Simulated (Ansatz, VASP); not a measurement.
Ta in VASP and in Ansatz

```
CELL_PARAMETERS angstrom
2.26289 0.00000 0.00000
0.00000 2.26289 0.00000
0.00000 0.00000 2.26289
ATOMIC_POSITIONS crystal
Ta 0.00000 0.00000 0.00000
```

Change from the starting cell: volume scaled by 0.6, LAPW.

Alike in both runs: task single point; functional LDA; k mesh 14 × 14 × 14; occupations fermi-dirac, width 0.05 eV; no spin polarisation.

```csv
,VASP,Ansatz
version,VASP 6.6.1,Ansatz 0.2.0
potentials or method,"VASP PAW LDA potentials, release 64 (Ta_pv), cutoff 520 eV","all-electron LAPW, scalar-relativistic"
```

|  | VASP | Ansatz | Ansatz less VASP |
| --- | --- | --- | --- |
| pressure (GPa) | 239.7 | 229.4 | -10.30 |

LDA's correlation is that of Perdew and Zunger in VASP and of Perdew and Wang (1992) in Ansatz. Both programs put the cell under a high pressure, so it lies far from rest at this level. Ansatz ran all-electron here, and VASP with PAW potentials.

Neither program's run includes spin-orbit coupling. Noted on VASP's run: the cell as given lies far from equilibrium.
